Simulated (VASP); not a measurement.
Write the native input for VASP 6.6.1 that does the following.

```
Task                   : single point
Functional             : PBE
Potentials or basis    : VASP PAW PBE potentials, release 64 (Al, N)
Cutoff                 : 520 eV
k mesh                 : 8 × 8 × 3
Occupations            : gaussian, width 0.05 eV
Spin                   : no spin polarisation
Dipole correction      : no
Further INCAR settings : ALGO = Normal; EDIFF = 1e-06; NBANDS = 26
```

The structure of AlN lies in POSCAR:

```
AlN
1.0
   -3.1110021516      0.0000000000      0.0000000000
   -1.5555010758     -2.6942068945      0.0000000000
    0.0000000000      0.0000000000     10.4560000000
Al N
4 4
Direct
    0.3333333333      0.3333333333      0.8605331867
    0.3333333333      0.3333333333      0.3844429036
    0.6666666667      0.6666666667      0.1463977621
    0.6666666667      0.6666666667      0.6224880451
    0.3333333333      0.3333333333      0.0916473795
    0.3333333333      0.3333333333      0.5677376626
    0.6666666667      0.6666666667      0.3296925210
    0.6666666667      0.6666666667      0.8057828041
```

This cell differs from its parent crystal: the distance across one plane changed.

One way to write it, as run:

INCAR

```
PREC     = Accurate       # precision mode
ENCUT    = 520            # plane-wave cutoff, eV
EDIFF    = 1E-6           # SCF threshold, eV
ISMEAR   = 0              # smearing method
SIGMA    = 0.05           # smearing width, eV
LREAL    = F              # projectors in reciprocal space
LASPH    = T              # aspherical terms in the spheres
NELM     = 60             # most SCF steps
ALGO     = Normal         # electronic algorithm
ISIF     = 2              # what is computed and relaxed
LWAVE    = F              # write WAVECAR
LCHARG   = F              # write CHGCAR
GGA      = PE             # functional
NBANDS   = 26             # bands
```

KPOINTS

```
regular mesh
0
Gamma
  8 8 3
```

Potentials or basis: VASP PAW PBE potentials, release 64 (Al, N).

Command:

```console
$ cat potpaw_PBE.64/Al/POTCAR potpaw_PBE.64/N/POTCAR > POTCAR
$ mpirun -np 1 vasp_std > vasp.out
```

Results of the run:

```json
{
 "Pressure": "-0.7 GPa",
 "Largest force": "2.015 eV/Å",
 "Band gap on the k mesh": "2.88 eV"
}
```

Caveat: the cell differs from its parent crystal (the distance across one plane changed); an odd mesh through Γ misses points on the zone boundary, where band edges can lie; forces of over 1 eV/Å act on the atoms, so gaps and moduli don't describe the material at rest.

Wall time 21 s on 1 thread of Intel(R) Xeon(R) 6975P-C (Granite Rapids), with other jobs on the host, peak memory 0.21 GiB.
